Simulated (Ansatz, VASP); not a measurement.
SiO2 in VASP and in Ansatz

```xyz
18
Lattice="-4.3177 4.3177 4.3177 4.3177 -4.3177 4.3177 4.3177 4.3177 -4.3177" Properties=species:S:1:pos:R:3 pbc="T T T"
Si    2.1589    4.3177    0.0000
Si    2.1589    0.0000    4.3177
Si    4.3177    0.0000    2.1589
Si    0.0000    4.3177    2.1589
Si    4.3177    2.1589    0.0000
Si    0.0000    2.1589    4.3177
O     1.3212    4.3177   -1.3212
O     1.3212    1.3212    4.3177
O     1.3212   -1.3212    4.3177
O     2.9965    0.0000    2.9965
O     1.3212    4.3177    1.3212
O     4.3177    1.3212   -1.3212
O     0.0000    2.9965    2.9965
O    -1.3212    1.3212    4.3177
O     4.3177   -1.3212    1.3212
O     4.3177    1.3212    1.3212
O     2.9965    2.9965    0.0000
O    -1.3212    4.3177    1.3212
```

Alike in both runs: functional LDA; k mesh 4 × 4 × 4; occupations gaussian, width 0.02 eV; no spin polarisation.

Ansatz relaxed the structure, and its values are those at the end. VASP's run is a single point on that final structure, the one shown.

|  | VASP | Ansatz |
| --- | --- | --- |
| version | VASP 6.6.1 | Ansatz 0.2.0 |
| potentials or method | VASP PAW LDA potentials, release 64 (Si, O), cutoff 520 eV | scalar-relativistic, plane waves, PAW |
| valence electrons in the cell | 96 | 96 |

VASP gave:

| Item | Value |
| --- | --- |
| gap on the k mesh at the Fermi level (eV) | 5.41 |
| least direct gap on the mesh (eV) | 5.41 |
| pressure (GPa) | 12.1 |

**Question.** Which values does Ansatz return?

**Answer.** gap on the k mesh at the Fermi level (eV): 5.42; least direct gap on the mesh (eV): 5.42; pressure (GPa): 11.5.

LDA's correlation is that of Perdew and Zunger in VASP and of Perdew and Wang (1992) in Ansatz. Ansatz's warnings: stress scf threshold loose.
